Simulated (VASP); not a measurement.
Input of a VASP 6.6.1 run:

Contents of INCAR:

```
SYSTEM = Te6Mo3H
  PREC = Accurate
  ENCUT = 400
  EDIFF = 1E-6
  ISMEAR = 0
  SIGMA = 0.05
  LREAL = .False.
  LASPH = .True.
  NELM = 120
  ALGO = Normal
  ISIF = 2
  LWAVE = .False.
  LCHARG = .False.
  GGA = PS
  IVDW = 12
  NBANDS = 50
  GGA_COMPAT = .False.
```

The input KPOINTS:

```
Automatic mesh
0
Gamma
  9 9 2
  0 0 0
```

The input POSCAR:

```
Te6Mo3H
1.0
    3.4334348991      0.0000000000      0.0000000000
   -1.7167174496      2.9734418449      0.0000000000
    0.0000000000      0.0000000000     20.7704276327
Te Mo H
6 3 1
Direct
    0.0000000000      0.0000000000      0.9125759158
    0.3333333333      0.6666666667      0.5917813750
    0.3333333333      0.6666666667      0.2333059430
    0.3333333333      0.6666666667      0.7666940570
    0.3333333333      0.6666666667      0.4082186250
    0.0000000000      0.0000000000      0.0874240842
    0.0000000000      0.0000000000      0.6791506171
    0.0000000000      0.0000000000      0.3208493829
    0.3333333333      0.6666666667      0.0000000000
   -0.3023098515     -0.5261549258      0.7523436355
```

Potentials or basis: VASP PAW PBE potentials, release 64 (Te, Mo_sv, H).

Run with:

```bash
$ cat potpaw_PBE.64/Te/POTCAR potpaw_PBE.64/Mo_sv/POTCAR potpaw_PBE.64/H/POTCAR > POTCAR
$ mpirun -np 1 vasp_std > vasp.out
```

Task: What does it give for the band gap on the k mesh?

Result: Zero (an odd number of electrons rules out a gap without spin polarisation).

Task: Predict the dispersion energy per atom.

Result: -0.504 eV.

Forces in eV/Å, atoms in the order of the input:
```
Te  -0.005 -0.013 -0.051
Te   0.024 -0.017 -0.189
Te   0.000  0.000 -0.041
Te  -0.767  0.377  2.230
Te   0.000 -0.002  0.062
Te   0.000  0.002  0.049
Mo  -0.151 -0.087 -1.524
Mo   0.001  0.000  0.005
Mo   0.000 -0.011 -0.036
H    0.898 -0.248 -0.505
```

Caveat: the PAW data sets were made with another functional, which shifts forces and pressure a little; spin-orbit coupling is left out, which moves the levels of the heavy elements; an odd number of electrons without spin polarisation forces a metal; a magnetic or distorted state may lie lower.
